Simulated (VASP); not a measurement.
# Hf (Im-3m) in VASP: notebook

Runs on Hf. Level: PBE. Tasks: single point.

Everything below comes from runs of VASP 6.6.1. Logs are shortened: lines on timing, memory, paths and dates and some standing lists are left out, and cuts for length are marked.

## (1) The cell of the first run

It takes space group Im-3m (No. 229, cubic). The conventional cell has a = 3.237 Å, b = 3.237 Å, c = 3.237 Å, α = 90.00°, β = 90.00°, γ = 90.00°. Within 3.7 Å of Hf (site symmetry m-3m) lie 14 Hf at 2.80 to 3.24 Å.

## (2) Single point, PBE (volume scaled by 0.760)

The input, INCAR:

```
ALGO = Fast ; EDIFF = 1E-6
ENCUT = 520 ; GGA = PE
ISIF = 2 ; ISMEAR = 0
LASPH = True ; LCHARG = True
LELF = True ; LREAL = False
LVHAR = True ; LWAVE = False
NBANDS = 11 ; NELM = 100
PREC = Accurate ; SIGMA = 0.05
```

The input, KPOINTS:

```
k-points
0
Gamma
  20 20 20
```

The input, POSCAR:

```
Hf
1.0
   -1.6184039472      1.6184039472      1.6184039472
    1.6184039472     -1.6184039472      1.6184039472
    1.6184039472      1.6184039472     -1.6184039472
Hf
1
Direct
    0.0000000000      0.0000000000      0.0000000000
```

Potentials or basis: VASP PAW PBE potentials, release 64 (Hf_pv).

Started as:

```sh
cat potpaw_PBE.64/Hf_pv/POTCAR > POTCAR
mpirun -np 1 vasp_std > vasp.out
```

OUTCAR:

```text
EDIFF = 1E-6
   ENCUT = 520
   GGA = PE
   ISIF = 2
   ISMEAR = 0
   LASPH = True
   LREAL = False
   NELM = 100
   PREC = Accurate

 ion  position               nearest neighbor table
   1  0.000  0.000  0.000-

  LATTYP: Found a body centered cubic cell.
 ALAT       =     3.2368078944

  Lattice vectors:

 A1 = (  -1.6184039472,   1.6184039472,   1.6184039472)
 A2 = (   1.6184039472,  -1.6184039472,   1.6184039472)
 A3 = (   1.6184039472,   1.6184039472,  -1.6184039472)

Analysis of symmetry for initial positions (statically):
=====================================================================
 Subroutine PRICEL returns:
 Original cell was already a primitive cell.

 Routine SETGRP: Setting up the symmetry group for a
 body centered cubic supercell.

 Subroutine GETGRP returns: Found 48 space group operations
 (whereof 48 operations were pure point group operations)
 out of a pool of 48 trial point group operations.

The static configuration has the point symmetry O_h .

Analysis of symmetry for dynamics (positions and initial velocities):
=====================================================================
 Subroutine PRICEL returns:
 Original cell was already a primitive cell.

 Routine SETGRP: Setting up the symmetry group for a
 body centered cubic supercell.

 Subroutine GETGRP returns: Found 48 space group operations
 (whereof 48 operations were pure point group operations)
 out of a pool of 48 trial point group operations.

The dynamic configuration has the point symmetry O_h .

 Subroutine INISYM returns: Found 48 space group operations
 (whereof 48 operations are pure point group operations),
 and found     1 'primitive' translations

----------------------------------------------------------------------------------------

                                     Primitive cell

  volume of cell :      16.9559

  direct lattice vectors                    reciprocal lattice vectors
    -1.618403947  1.618403947  1.618403947     0.000000000  0.308946355  0.308946355
     1.618403947 -1.618403947  1.618403947     0.308946355  0.000000000  0.308946355
     1.618403947  1.618403947 -1.618403947     0.308946355  0.308946355  0.000000000

  length of vectors
     2.803157864  2.803157864  2.803157864     0.436916125  0.436916125  0.436916125

  position of ions in fractional coordinates (direct lattice)
[... 83 lines left out ...]
   ISIF   =      2    stress and relaxation
   ISYM   =      2    0-nonsym 1-usesym 2-fastsym
   POTIM  = 0.5000    time-step for ionic-motion
   TEBEG  =    0.0;   TEEND  =   0.0 temperature during run
   PSTRESS=    0.0 pullay stress
   NELECT =      10.0000    total number of electrons
   NUPDOWN=      -1.0000    fix difference up-down
   EMIN   =  10.00;   EMAX   =-10.00  energy-range for DOS
   EFERMI =   0.00;   METHOD = LEGACY
   ISMEAR =     0;   SIGMA  =   0.05  broadening in eV -4-tet -1-fermi 0-gaus
   EFERMI_NEDOS =   21; number of points for ismear=-14 and -15
   IALGO  =     68    algorithm
   IMIX   =      4    mixing-type and parameters
     AMIX     =   0.40;   BMIX     =  1.00
     AMIX_MAG =   1.60;   BMIX_MAG =  1.00
  volume/ion in A,a.u.               =      16.96       114.42
  Fermi-wavevector in a.u.,A,eV,Ry     =   1.372886  2.594379 25.644489  1.884817
  Thomas-Fermi vector in A             =   2.498453
   LORBIT       =      0    0 simple, 1 ext, 2 COOP (PROOUT), +10 PAW based schemes
   GGA     = PE    functional components
   LHFCALC =     F    Hartree Fock is set to
   AEXX    =    0.0000 exact exchange contribution
   IVDW    =     0    specifies the selected vdW correction
   LEPSILON=     F    determine dielectric tensor
   LRPA    =     F    only Hartree local field effects (RPA)
 non-spin polarized calculation
 RMM-DIIS sequential band-by-band and
 Gauss-broadening in eV      SIGMA  =   0.05
  energy-cutoff  :      520.00
  volume of cell :       16.96
 maximum number of plane-waves:       470
 NGX is ok and might be reduce to    24
   NGX = 11   NGY = 11   NGZ = 11

 number of electron      10.0000000 magnetization

 Free energy of the ion-electron system (eV)
  ---------------------------------------------------
  ext. energy  EPLUGINS =         0.00000000
  ---------------------------------------------------
  free energy    TOTEN  =        -9.17603788 eV

  energy without entropy =       -9.17453383  energy(sigma->0) =       -9.17528586

 E-fermi :   6.6112     XC(G=0): -12.6116

 val. band max:        6.6112101068   @ k =   0.2000   0.2000   0.0000
 cond. band min:       6.6156361092   @ k =   0.2000   0.1000   0.0000
 fundamental gap:      0.0044260025
 Fermi energy:         6.6112104283

 k-point     1 :       0.0000    0.0000    0.0000
  band No.  band energies     occupation
      1     -22.1243      2.00000
      2     -22.1243      2.00000
      3     -22.1243      2.00000
      4      -1.1834      2.00000
      5       8.3038      0.00000
      6       8.3038      0.00000
      7       8.3038      0.00000
      8      11.9558      0.00000
      9      11.9558      0.00000
     10      21.3102      0.00000
     11      21.3102      0.00000
[... 309 lines left out ...]
 k-point    24 :       0.2500    0.1000    0.0000
  band No.  band energies     occupation
      1     -23.4820      2.00000
      2     -22.5562      2.00000
      3     -22.2091      2.00000
      4       2.2929      2.00000
      5       6.2527      2.00000
      6       6.8148      0.00000
      7      11.1541      0.00000
      8      12.8597      0.00000
      9      13.1567      0.00000
     10      20.8170      0.00000
     11      21.6597      0.00000

 [... further k-points ...]

------------------------ aborting loop because EDIFF is reached ----------------------------------------

  FORCE on cell =-STRESS in cart. coord.  units (eV):
  Direction    XX          YY          ZZ          XY          YZ          ZX
  --------------------------------------------------------------------------------------
  -------------------------------------------------------------------------------------
  Total        4.4930573      4.4930573      4.4930573      0.0000000      0.0000000      0.0000000
  in kB      424.5528488    424.5528488    424.5528488      0.0000000      0.0000000      0.0000000
  external PRESSURE =     424.5528488 kB  Pullay stress =       0.0000000 kB

 VOLUME and BASIS-vectors are now :
 -----------------------------------------------------------------------------
  energy-cutoff  :      520.00
  volume of cell :       16.96
      direct lattice vectors                 reciprocal lattice vectors
    -1.618403947  1.618403947  1.618403947     0.000000000  0.308946355  0.308946355
     1.618403947 -1.618403947  1.618403947     0.308946355  0.000000000  0.308946355
     1.618403947  1.618403947 -1.618403947     0.308946355  0.308946355  0.000000000

 POSITION                                       TOTAL-FORCE (eV/Angst)
 -----------------------------------------------------------------------------------
      0.00000      0.00000      0.00000        -0.000000     -0.000000      0.000000
 -----------------------------------------------------------------------------------
    total drift:                               -0.000000      0.000000      0.000000

  FREE ENERGIE OF THE ION-ELECTRON SYSTEM (eV)
  ---------------------------------------------------
  free  energy   TOTEN  =        -9.1760378787 eV

  energy  without entropy=       -9.1745338339  energy(sigma->0) =       -9.17528586
```

OSZICAR:

```text
N       E                     dE             d eps       ncg     rms          rms(c)
DAV:   1     0.152295775651E+02    0.15230E+02   -0.58403E+03  5723   0.876E+02
DAV:   2    -0.898337620825E+01   -0.24213E+02   -0.23324E+02  6935   0.164E+02
DAV:   3    -0.939730228828E+01   -0.41393E+00   -0.40884E+00  6950   0.147E+01
DAV:   4    -0.939832041628E+01   -0.10181E-02   -0.10181E-02  6214   0.857E-01
DAV:   5    -0.939832344183E+01   -0.30256E-05   -0.30257E-05  6760   0.425E-02    0.508E+01
RMM:   6    -0.923627471751E+01    0.16205E+00   -0.91954E-02  5795   0.218E+00    0.302E+01
RMM:   7    -0.917807451425E+01    0.58200E-01   -0.18138E-01  6244   0.311E+00    0.134E+00
RMM:   8    -0.917597512941E+01    0.20994E-02   -0.11263E-02  6282   0.956E-01    0.137E-01
RMM:   9    -0.917603493853E+01   -0.59809E-04   -0.70304E-04  6836   0.251E-01    0.672E-02
RMM:  10    -0.917603694370E+01   -0.20052E-05   -0.63987E-05  6951   0.763E-02    0.212E-02
RMM:  11    -0.917603787866E+01   -0.93496E-06   -0.94488E-06  6883   0.287E-02
   1 F= -.91760379E+01 E0= -.91752859E+01  d E =-.150404E-02
```

It took 14 s on 1 thread of Intel Xeon 6975P-C (Granite Rapids), shared host; peak memory 0.17 GiB.

Results:

* Free energy: -9.1760 eV
* Pressure: 42.5 GPa
* Band gap on the k mesh: zero (band 5 reaches 8.30 eV, above the bottom of band 6 at 5.76 eV)

Caveat: spin-orbit coupling is left out, which moves the levels of the heavy elements.

## (3) Single point, PBE (volume scaled by 1.040)

The input, INCAR:

```
SYSTEM = Hf
ALGO     = Normal         ! electronic algorithm
EDIFF    = 1E-6           ! SCF threshold, eV
ENCUT    = 520            ! plane-wave cutoff, eV
GGA      = PE             ! functional
ISIF     = 2              ! what is computed and relaxed
ISMEAR   = 0              ! smearing method
LASPH    = .True.         ! aspherical terms in the spheres
LCHARG   = .False.        ! write CHGCAR
LREAL    = .False.        ! projectors in reciprocal space
LWAVE    = .False.        ! write WAVECAR
NBANDS   = 11             ! bands
NELM     = 60             ! most SCF steps
PREC     = Accurate       ! precision mode
SIGMA    = 0.05           ! smearing width, eV
```

The input, KPOINTS:

```
k-points
0
Gamma
  18 18 18
  0 0 0
```

The input, POSCAR:

```
Hf
1.0
   -1.7967742348      1.7967742348      1.7967742348
    1.7967742348     -1.7967742348      1.7967742348
    1.7967742348      1.7967742348     -1.7967742348
Hf
1
Direct
    0.0000000000      0.0000000000      0.0000000000
```

Potentials or basis: VASP PAW PBE potentials, release 64 (Hf_pv).

Started as:

```sh
cat potpaw_PBE.64/Hf_pv/POTCAR > POTCAR
mpirun -np 1 vasp_std > vasp.out
```

It took 11 s on 1 thread of Intel Xeon 6975P-C (Granite Rapids), shared host; peak memory 0.17 GiB.

It converged, with:

| Item | Value |
| --- | --- |
| Free energy | -9.7315 eV |
| Pressure | -4.1 GPa |
| Band gap on the k mesh | zero (band 5 reaches 5.83 eV, above the bottom of band 6 at 3.62 eV) |

Levels at points of the mesh, in eV from the Fermi level:
```tsv
k point	band 1	band 2	band 3	band 4	band 5	band 6	band 7	band 8	band 9	band 10
(0.00, 0.00, 0.00)	-29.98	-29.98	-29.98	-6.92	1.49	1.49	1.49	4.17	4.17	13.11
(0.50, 0.00, 0.00)	-30.70	-30.22	-29.99	-3.27	-0.44	0.93	3.98	4.94	7.28	9.68
(0.50, 0.50, 0.50)	-30.49	-30.49	-30.49	-2.42	-2.42	6.50	6.50	6.50	6.94	6.94
```

Caveat: spin-orbit coupling is left out, which moves the levels of the heavy elements.
